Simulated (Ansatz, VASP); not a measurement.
## Zn: VASP beside Ansatz

Contents of INCAR:

```
PREC = Accurate
ENCUT = 500
EDIFF = 1E-6
ISMEAR = -1
SIGMA = 0.05
LREAL = F
LASPH = T
NELM = 120
ALGO = Normal
ISIF = 2
LWAVE = F
LCHARG = F
GGA = PE
NBANDS = 19
GGA_COMPAT = F
```

Contents of KPOINTS:

```
Automatic mesh
0
Gamma
  9 9 5
```

File POSCAR:

```
Zn
1.0
    2.7234000000      0.0000000000      0.0000000000
   -1.3617000000      2.3585335847      0.0000000000
    0.0000000000      0.0000000000      4.9660000000
Zn
2
Direct
    0.6666666667      0.3333333333      0.7500000000
    0.3333333333      0.6666666667      0.2500000000
```

Contents of input.yaml:

```yaml
crystal:
  lattice:
    - [2.7234, 0.0, 0.0]
    - [-1.3617, 2.3585335847, 0.0]
    - [0.0, 0.0, 4.966]
  atoms:
    - { symbol: Zn, position: [0.6666666667, 0.3333333333, 0.75] }
    - { symbol: Zn, position: [0.3333333333, 0.6666666667, 0.25] }
hamiltonian:
  xc: pbe
  pseudopotentials: { kind: paw }
kpoints:
  mp_grid: { grid: [9, 9, 5] }
  band_path:
    path:
      - [[0.0, 0.0, 0.0], [0.5, 0.0, 0.0], [0.3333333333, 0.3333333333, 0.0], [0.0, 0.0, 0.0], [0.0, 0.0, 0.5], [0.5, 0.0, 0.5], [0.3333333333, 0.3333333333, 0.5], [0.0, 0.0, 0.5]]
      - [[0.5, 0.0, 0.5], [0.5, 0.0, 0.0]]
      - [[0.3333333333, 0.3333333333, 0.0], [0.3333333333, 0.3333333333, 0.5]]
    npoints: 14
scf:
  occupations: { method: fermi_dirac, width: 0.05 }
  n_extra_bands: 6
output:
  forces: true
  stress: true
  eigenvalues: true
  fatbands: false
  write_density: true
  write_potential: true
  elf: true
  volumetric_format: npy
```

Alike in both runs: functional PBE; k mesh 9 × 9 × 5; occupations fermi-dirac, width 0.05 eV; no spin polarisation.

|  | VASP | Ansatz |
| --- | --- | --- |
| version | VASP 6.6.1 | Ansatz 0.2.0 |
| potentials or method | VASP PAW PBE potentials, release 64 (Zn) | Ansatz PAW |
| plane-wave cutoff (eV) | 500 | 420 |
| valence electrons in the cell | 24 | 24 |
| task | single point | band structure |

```tsv
	VASP	Ansatz	Ansatz less VASP
gap on the k mesh at the Fermi level (eV)	none	none	-
pressure (GPa)	-3.1	-3.4	-0.26
traceless stress, the component that is largest in VASP (GPa)	1.78	1.90	+0.117
```

A gap of «none» marks a metal or a gap that the smearing closes.
